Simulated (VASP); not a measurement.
Here is a VASP 6.6.1 calculation.

INCAR

```
ALGO = Normal
EDIFF = 1E-6
EDIFFG = -0.01
ENCUT = 600
GGA = PE
IBRION = 2
ISIF = 3
ISMEAR = -1
LASPH = T
LCHARG = F
LREAL = F
LWAVE = F
NELM = 100
NSW = 80
PREC = Accurate
SIGMA = 0.05
```

Contents of KPOINTS:

```
k-points
0
Gamma
  10 10 10
```

File POSCAR:

```
I
1.0
    0.0000000000      3.4950000000      3.4950000000
    3.4950000000      0.0000000000      3.4950000000
    3.4950000000      3.4950000000      0.0000000000
I
2
Direct
    0.0000000000      0.0000000000      0.0000000000
    0.2500000000      0.2500000000      0.2500000000
```

Potentials or basis: VASP PAW PBE potentials, release 64 (I).

Launch:

```console
$ cat potpaw_PBE.64/I/POTCAR > POTCAR
$ mpirun -np 1 vasp_std > vasp.out
```

Problem. What does it give for the band gap on the k mesh?

Solution. Zero (band 7 reaches 0.66 eV, above the bottom of band 8 at -0.52 eV).

Problem. Predict the relaxed volume.

Solution. 60.38 Å³/atom.

Problem. Estimate the space group after relaxing (to 0.05 Å).

Solution. Fd-3m (No. 227).

Step by step:
```tsv
step	energy change (eV)	largest force (eV/Å)	pressure (GPa)	volume (Å³)
1	0.0000	0.0000	8.89	85.38
2	-0.7029	0.0000	0.25	118.14
3	-0.7045	0.0000	-0.10	121.88
4	-0.7049	0.0000	0.00	120.75
```

Caveat: the volume moved by over 15 % at a fixed basis, so the end points are rough; spin-orbit coupling is left out, which moves the levels of the heavy elements.
